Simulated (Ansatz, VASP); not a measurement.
# Si: VASP beside Ansatz

```
CELL_PARAMETERS angstrom
-2.33932 2.33932 1.31130
2.33932 -2.33932 1.31130
2.33932 2.33932 -1.31130
ATOMIC_POSITIONS crystal
Si 0.50000 0.50000 0.00000
Si 0.25000 0.75000 0.50000
```

Change from the starting cell: volume scaled by 0.96.

Alike in both runs: task single point; functional PBE; k mesh 11 × 11 × 11; occupations fermi-dirac, width 0.05 eV; no spin polarisation.

```csv
,VASP,Ansatz
version,VASP 6.6.1,Ansatz 0.2.0
potentials or method,"VASP PAW PBE potentials, release 64 (Si), cutoff 520 eV","all-electron LAPW, scalar-relativistic"
```

|  | VASP | Ansatz | Ansatz less VASP |
| --- | --- | --- | --- |
| gap on the k mesh at the Fermi level (eV) | none | none | - |
| pressure (GPa) | 8.6 | 8.7 | +0.07 |
| traceless stress, the component that is largest in VASP (GPa) | -1.98 | -2.01 | -0.028 |

A gap of «none» marks a metal or a gap that the smearing closes. Ansatz ran all-electron here, and VASP with PAW potentials.
